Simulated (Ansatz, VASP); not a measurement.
## Two plane-wave programs on Ba

```
CELL_PARAMETERS angstrom
-2.60000 2.60000 2.40000
2.60000 -2.60000 2.40000
2.60000 2.60000 -2.40000
ATOMIC_POSITIONS crystal
Ba 0.00000 0.00000 0.00000
```

Change from the starting cell: strain +0.040 along x and y, -0.040 along z, atoms carried along.

Alike in both runs: task single point; functional PBEsol; k mesh 14 × 14 × 14; occupations gaussian, width 0.15 eV; no spin polarisation.

|  | VASP | Ansatz |
| --- | --- | --- |
| version | VASP 6.6.1 | Ansatz 0.2.0 |
| potentials or method | VASP PAW PBE potentials, release 64 (Ba_sv), cutoff 520 eV | scalar-relativistic, plane waves, PAW |
| valence electrons in the cell | 10 | 10 |

|  | VASP | Ansatz | Ansatz less VASP |
| --- | --- | --- | --- |
| gap on the k mesh at the Fermi level (eV) | none | none | - |
| pressure (GPa) | -0.8 | -0.8 | -0.05 |
| traceless stress, the component that is largest in VASP (GPa) | 0.28 | 0.27 | -0.004 |

VASP's potentials were made for PBE, not for PBEsol. A gap of «none» marks a metal or a gap that the smearing closes.

Neither program's run includes spin-orbit coupling.
